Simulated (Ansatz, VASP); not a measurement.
# Two plane-wave programs on C

```xyz
2
Lattice="2.5263 0.0000 0.0000 -1.2631 2.1878 0.0000 0.0000 0.0000 3.6613" Properties=species:S:1:pos:R:3 pbc="T T T"
C     0.0000    1.4380    0.0000
C     1.2631    0.7498    0.0000
```

Change from the starting cell: mode 6 frozen in at -0.020 Å, equal normal strain along x, y and z +0.0250.

Alike in both runs: task single point; functional PBE; dispersion D3(BJ); k mesh 21 × 21 × 12; occupations gaussian, width 0.15 eV; no spin polarisation.

```csv
,VASP,Ansatz
version,VASP 6.6.1,Ansatz 0.2.0
potentials or method,"VASP PAW PBE potentials, release 64 (C), cutoff 520 eV","scalar-relativistic, plane waves, PAW"
valence electrons in the cell,8,8
```

Ansatz gave:

| Item | Value |
| --- | --- |
| gap on the k mesh at the Fermi level (eV) | none |
| pressure (GPa) | -17.0 |
| traceless stress, the component that is largest in VASP (GPa) | 16.60 |
| rms of the force components (eV/Å) | 1.007 |

**Question.** Which values does VASP return?

**Answer.** gap on the k mesh at the Fermi level (eV): none; pressure (GPa): -16.6; traceless stress, the component that is largest in VASP (GPa): 16.18; rms of the force components (eV/Å): 1.012.

Atom by atom the forces differ by 0.005 eV/Å (rms over components). A gap of «none» marks a metal or a gap that the smearing closes.
